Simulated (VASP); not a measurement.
# MgCdHg (I4mm) in VASP: relaxation of cell and atoms with PBE

Aim: the relaxation of cell and atoms of MgCdHg with PBE.

Program: VASP 6.6.1. These are calculated values, not measurements. Logs are shortened: lines on timing, memory, paths and dates and some standing lists are left out, and cuts for length are marked.

## Step 1: The cell of the first run

The structure is tetragonal, space group I4mm (No. 107). The conventional cell has a = 3.876 Å, b = 3.876 Å, c = 8.905 Å, α = 90.00°, β = 90.00°, γ = 90.00°. Mg (site symmetry 4mm) has 5 Cd at 2.95 to 3.13 Å and 5 Hg at 2.99 to 3.11 Å and 4 Mg at 3.88 Å within 3.9 Å. Cd (site symmetry 4mm) has 5 Mg at 2.95 to 3.13 Å and 5 Hg at 2.97 to 3.12 Å and 4 Cd at 3.88 Å within 3.9 Å. Hg (site symmetry 4mm) has 5 Cd at 2.97 to 3.12 Å and 5 Mg at 2.99 to 3.11 Å and 4 Hg at 3.88 Å within 3.9 Å.

## Step 2: Relaxation of cell and atoms, PBE

INCAR

```
PREC     = Accurate       # precision mode
ENCUT    = 600            # plane-wave cutoff, eV
EDIFF    = 1E-7           # SCF threshold, eV
ISMEAR   = -1             # smearing method
SIGMA    = 0.15           # smearing width, eV
LREAL    = F              # projectors in reciprocal space
LASPH    = T              # aspherical terms in the spheres
NELM     = 100            # most SCF steps
ALGO     = Normal         # electronic algorithm
ISIF     = 3              # what is computed and relaxed
LWAVE    = F              # write WAVECAR
LCHARG   = F              # write CHGCAR
GGA      = PE             # functional
IBRION   = 2              # ionic algorithm
NSW      = 80             # ionic steps
EDIFFG   = -0.001         # ionic threshold
```

KPOINTS

```
regular mesh
0
Gamma
  14 14 14
```

POSCAR

```
MgCdHg
1.0
   -1.9381205488      1.9381205488      4.4525468120
    1.9381205488     -1.9381205488      4.4525468120
    1.9381205488      1.9381205488     -4.4525468120
Mg Cd Hg
1 1 1
Direct
    0.6653647962      0.6653647962      0.0000000000
    0.3339694543      0.3339694543      0.0000000000
    0.0006657395      0.0006657395      0.0000000000
```

Potentials or basis: VASP PAW PBE potentials, release 64 (Mg, Cd, Hg).

Launch:

```bash
$ cat potpaw_PBE.64/Mg/POTCAR potpaw_PBE.64/Cd/POTCAR potpaw_PBE.64/Hg/POTCAR > POTCAR
$ mpirun -np 1 vasp_std > vasp.out
```

OUTCAR:

```text
PREC = Accurate
   ENCUT = 600
   EDIFF = 1E-7
   ISMEAR = -1
   LREAL = F
   LASPH = T
   NELM = 100
   ISIF = 3
   GGA = PE
   IBRION = 2
   NSW = 80
   EDIFFG = -0.001

 ion  position               nearest neighbor table
   1  0.665  0.665  0.000-   2 2.95   3 2.99   3 3.11   3 3.11   3 3.11   3 3.11   2 3.13   2 3.13
                             2 3.13   2 3.13
   2  0.334  0.334  0.000-   1 2.95   3 2.97   3 3.12   3 3.12   3 3.12   3 3.12   1 3.13   1 3.13
                             1 3.13   1 3.13
   3  0.001  0.001  0.000-   2 2.97   1 2.99   1 3.11   1 3.11   1 3.11   1 3.11   2 3.12   2 3.12
                             2 3.12   2 3.12

  LATTYP: Found a body centered tetragonal cell.
 ALAT       =     3.8762410976
 C/A-ratio  =     2.2973528735

  Lattice vectors:

 A1 = (  -1.9381205488,   1.9381205488,   4.4525468120)
 A2 = (   1.9381205488,  -1.9381205488,   4.4525468120)
 A3 = (   1.9381205488,   1.9381205488,  -4.4525468120)

Analysis of symmetry for initial positions (statically):
=====================================================================
 Subroutine PRICEL returns:
 Original cell was already a primitive cell.

 Routine SETGRP: Setting up the symmetry group for a
 body centered tetragonal supercell.

 Subroutine GETGRP returns: Found  8 space group operations
 (whereof  8 operations were pure point group operations)
 out of a pool of 16 trial point group operations.

The static configuration has the point symmetry C_4v.

Analysis of symmetry for dynamics (positions and initial velocities):
=====================================================================
 Subroutine PRICEL returns:
 Original cell was already a primitive cell.

 Routine SETGRP: Setting up the symmetry group for a
 body centered tetragonal supercell.

 Subroutine GETGRP returns: Found  8 space group operations
 (whereof  8 operations were pure point group operations)
 out of a pool of 16 trial point group operations.

The dynamic configuration has the point symmetry C_4v.

 Subroutine INISYM returns: Found  8 space group operations
 (whereof  8 operations are pure point group operations),
 and found     1 'primitive' translations

----------------------------------------------------------------------------------------

                                     Primitive cell

  volume of cell :      66.9006

  direct lattice vectors                    reciprocal lattice vectors
    -1.938120549  1.938120549  4.452546812     0.000000000  0.257981889  0.112295282
     1.938120549 -1.938120549  4.452546812     0.257981889  0.000000000  0.112295282
     1.938120549  1.938120549 -4.452546812     0.257981889  0.257981889  0.000000000

  length of vectors
     5.228555789  5.228555789  5.228555789     0.281362551  0.281362551  0.364841486

  position of ions in fractional coordinates (direct lattice)
     0.665364796  0.665364796  0.000000000
     0.333969454  0.333969454  0.000000000
     0.000665740  0.000665740  0.000000000

  ion indices of the primitive-cell ions
   primitive index   ion index
                 1           1
                 2           2
                 3           3

----------------------------------------------------------------------------------------

 KPOINTS: regular mesh

Automatic generation of k-mesh.
 Grid dimensions read from file:
 generate k-points for:   14   14   14

 Generating k-lattice:

  Cartesian coordinates                     Fractional coordinates (reciprocal lattice)
     0.000000000  0.018427278  0.008021092     0.071428571  0.000000000 -0.000000000
     0.018427278  0.000000000  0.008021092     0.000000000  0.071428571 -0.000000000
     0.018427278  0.018427278  0.000000000     0.000000000  0.000000000  0.071428571

  Length of vectors
     0.020097325  0.020097325  0.026060106

  Shift w.r.t. Gamma in fractional coordinates (k-lattice)
     0.000000000  0.000000000  0.000000000

 Subroutine IBZKPT returns following result:
 ===========================================

 Found    244 irreducible k-points:

 Following reciprocal coordinates:
            Coordinates               Weight
  0.000000  0.000000  0.000000      1.000000
  0.071429 -0.000000  0.000000      8.000000
  0.142857 -0.000000  0.000000      8.000000
  0.214286 -0.000000  0.000000      8.000000
  0.285714 -0.000000  0.000000      8.000000
  0.357143  0.000000  0.000000      8.000000
[... 16 lines left out ...]
  0.214286  0.142857  0.000000     16.000000
  0.285714  0.142857  0.000000     16.000000
 [... further k-points ...]
   k-points           NKPTS =    244   k-points in BZ     NKDIM =    244   number of bands    NBANDS=     17
   number of dos      NEDOS =    301   number of ions     NIONS =      3
   total plane-waves  NPLWV =  74088
   dimension x,y,z NGX =    42 NGY =   42 NGZ =   42
   dimension x,y,z NGXF=    84 NGYF=   84 NGZF=   84
   ions per type =               1   1   1
   NGX,Y,Z   is equivalent  to a cutoff of  13.35, 13.35, 13.35 a.u.
   NGXF,Y,Z  is equivalent  to a cutoff of  26.71, 26.71, 26.71 a.u.
 SYSTEM =  unknown system
   PREC   = accura    normal or accurate (medium, high low for compatibility)
   ISTART =      0    job   : 0-new  1-cont  2-samecut
   ICHARG =      2    charge: 1-file 2-atom 10-const
   ISPIN  =      1    spin polarized calculation?
   LNONCOLLINEAR =      F non collinear calculations
   LSORBIT =      F    spin-orbit coupling
   LASPH  =      T    aspherical Exc in radial PAW
   ENCUT  =  600.0 eV  44.10 Ry    6.64 a.u.  10.44 10.44 10.44*2*pi/ulx,y,z
   NELM   =    100;   NELMIN=  2; NELMDL= -5     # of ELM steps
   EDIFF  = 0.1E-06   stopping-criterion for ELM
   LREAL  =      F    real-space projection
   EDIFFG = -.1E-02   stopping-criterion for IOM
   NSW    =     80    number of steps for IOM
   IBRION =      2    ionic relax: 0-MD 1-quasi-New 2-CG
   NFREE  =      1    steps in history (QN), initial steepest desc. (CG)
   ISIF   =      3    stress and relaxation
   ISYM   =      2    0-nonsym 1-usesym 2-fastsym
   POTIM  = 0.5000    time-step for ionic-motion
   TEBEG  =    0.0;   TEEND  =   0.0 temperature during run
   PSTRESS=    0.0 pullay stress
   NELECT =      26.0000    total number of electrons
   NUPDOWN=      -1.0000    fix difference up-down
   EMIN   =  10.00;   EMAX   =-10.00  energy-range for DOS
   EFERMI =   0.00;   METHOD = LEGACY
   ISMEAR =    -1;   SIGMA  =   0.15  broadening in eV -4-tet -1-fermi 0-gaus
   EFERMI_NEDOS =   21; number of points for ismear=-14 and -15
   IALGO  =     38    algorithm
   IMIX   =      4    mixing-type and parameters
     AMIX     =   0.40;   BMIX     =  1.00
     AMIX_MAG =   1.60;   BMIX_MAG =  1.00
  volume/ion in A,a.u.               =      22.30       150.49
  Fermi-wavevector in a.u.,A,eV,Ry     =   1.194692  2.257640 19.419443  1.427289
  Thomas-Fermi vector in A             =   2.330676
   LORBIT       =      0    0 simple, 1 ext, 2 COOP (PROOUT), +10 PAW based schemes
   GGA     = PE    functional components
   LHFCALC =     F    Hartree Fock is set to
   AEXX    =    0.0000 exact exchange contribution
   IVDW    =     0    specifies the selected vdW correction
   LEPSILON=     F    determine dielectric tensor
   LRPA    =     F    only Hartree local field effects (RPA)
 conjugate gradient relaxation of ions
 non-spin polarized calculation
  energy-cutoff  :      600.00
  volume of cell :       66.90
 maximum number of plane-waves:      2257
 NGX is ok and might be reduce to    42
   NGX = 21   NGY = 21   NGZ = 21

--------------------------------------- Ionic step        1  -------------------------------------------

 number of electron      26.0000002 magnetization

 Free energy of the ion-electron system (eV)
  ---------------------------------------------------
  ext. energy  EPLUGINS =         0.00000000
  ---------------------------------------------------
  free energy    TOTEN  =        -2.80686281 eV

  energy without entropy =       -2.73582872  energy(sigma->0) =       -2.77134577

------------------------ aborting loop because EDIFF is reached ----------------------------------------

  FORCE on cell =-STRESS in cart. coord.  units (eV):
  Direction    XX          YY          ZZ          XY          YZ          ZX
  --------------------------------------------------------------------------------------
  -------------------------------------------------------------------------------------
  Total        0.0443783      0.0443783      0.1392998      0.0000000      0.0000000      0.0000000
  in kB        1.0627985      1.0627985      3.3360384      0.0000000      0.0000000      0.0000000
  external PRESSURE =       1.8205451 kB  Pullay stress =       0.0000000 kB
[... 92 lines left out ...]
  FREE ENERGIE OF THE ION-ELECTRON SYSTEM (eV)
  ---------------------------------------------------
  free  energy   TOTEN  =        -2.8070442286 eV

  energy  without entropy=       -2.7354563213  energy(sigma->0) =       -2.77125027

[... ionic steps 4 to 9 ...]

--------------------------------------- Ionic step       10  -------------------------------------------

 number of electron      26.0000002 magnetization

------------------------ aborting loop because EDIFF is reached ----------------------------------------

  FORCE on cell =-STRESS in cart. coord.  units (eV):
  Direction    XX          YY          ZZ          XY          YZ          ZX
  --------------------------------------------------------------------------------------
  -------------------------------------------------------------------------------------
  Total       -0.0011262     -0.0011262      0.0018865      0.0000000      0.0000000      0.0000000
  in kB       -0.0268762     -0.0268762      0.0450230      0.0000000      0.0000000      0.0000000
  external PRESSURE =      -0.0029098 kB  Pullay stress =       0.0000000 kB
[... 59 lines left out ...]
  energy  without entropy=       -2.7354375797  energy(sigma->0) =       -2.77124758

--------------------------------------- Ionic step       12  -------------------------------------------

 number of electron      26.0000002 magnetization

 Free energy of the ion-electron system (eV)
  ---------------------------------------------------
  ext. energy  EPLUGINS =         0.00000000
  ---------------------------------------------------
  free energy    TOTEN  =        -2.80705767 eV

  energy without entropy =       -2.73542804  energy(sigma->0) =       -2.77124285

 E-fermi :   3.0541     XC(G=0): -10.1813

 val. band max:        3.0500049831   @ k =  -0.2857  -0.4286   0.2857
 cond. band min:       3.0595464248   @ k =  -0.2857  -0.2857   0.0714
 fundamental gap:      0.0095414416
 Fermi energy:         3.0540557755

 k-point     1 :       0.0000    0.0000    0.0000
  band No.  band energies     occupation
      1      -6.0170      2.00000
      2      -5.9951      2.00000
      3      -5.8564      2.00000
      4      -5.8159      2.00000
      5      -5.8159      2.00000
      6      -5.6202      2.00000
[... 9 lines left out ...]
     16       7.2862      0.00000
     17       7.8293      0.00000
[... 443 lines left out ...]
      1      -6.0421      2.00000
      2      -5.9798      2.00000
      3      -5.9270      2.00000
      4      -5.8820      2.00000
      5      -5.8468      2.00000
      6      -4.5866      2.00000
[... 9 lines left out ...]
     16       8.0230      0.00000
     17       8.2760      0.00000

 [... further k-points ...]
[... 5 lines left out ...]
  --------------------------------------------------------------------------------------
  -------------------------------------------------------------------------------------
  Total       -0.0016415     -0.0016415     -0.0015295      0.0000000     -0.0000000      0.0000000
  in kB       -0.0391743     -0.0391743     -0.0365017      0.0000000     -0.0000000      0.0000000
  external PRESSURE =      -0.0382834 kB  Pullay stress =       0.0000000 kB
[... 18 lines left out ...]
  FREE ENERGIE OF THE ION-ELECTRON SYSTEM (eV)
  ---------------------------------------------------
  free  energy   TOTEN  =        -2.8070576679 eV

  energy  without entropy=       -2.7354280409  energy(sigma->0) =       -2.77124285

 reached required accuracy - stopping structural energy minimisation
```

Wall time 39 min (1 thread of Intel Xeon Platinum 8259CL at 2.50GHz (Skylake/Cascade Lake), shared host); peak memory 0.61 GiB.

Results:

| Quantity | Value |
| --- | --- |
| Free energy | -2.8071 eV |
| Relaxed volume | 22.38 Å³/atom |
| Relaxed cell | a = 5.242 Å, b = 5.242 Å, c = 5.242 Å, α = 136.60°, β = 136.60°, γ = 63.06° |
| Space group after relaxing (to 0.05 Å) | I4mm (No. 107) |
| Energy gained by relaxing | 0.1 meV/atom |
| Ionic steps | 12 |
| Pressure after relaxing | 0.0 GPa |
| Band gap on the k mesh | zero (band 13 reaches 5.72 eV, above the bottom of band 14 at 1.55 eV) |

The path:
```csv
step,energy change (eV),largest force (eV/Å),pressure (GPa),volume (Å³)
1,0.0000,0.0026,0.18,66.90
2,-0.0002,0.0001,0.00,67.15
3,-0.0002,0.0004,-0.02,67.18
4,-0.0002,0.0005,-0.02,67.19
5,-0.0002,0.0009,-0.01,67.17
6,-0.0002,0.0013,-0.01,67.16
7,-0.0002,0.0021,0.01,67.13
8,-0.0002,0.0020,-0.01,67.14
9,-0.0002,0.0021,-0.01,67.13
10,-0.0002,0.0021,0.00,67.13
11,-0.0002,0.0013,0.00,67.13
12,-0.0002,0.0009,0.00,67.14
```

Final structure:
```xyz
3
Lattice="-1.9382 1.9382 4.4678 1.9382 -1.9382 4.4678 1.9382 1.9382 -4.4678" Properties=species:S:1:pos:R:3 pbc="T T T"
Mg    0.0000    0.0000    5.9451
Cd    0.0000    0.0000    2.9841
Hg    0.0000    0.0000    0.0065
```

Caveat: spin-orbit coupling is left out, which moves the levels of the heavy elements.
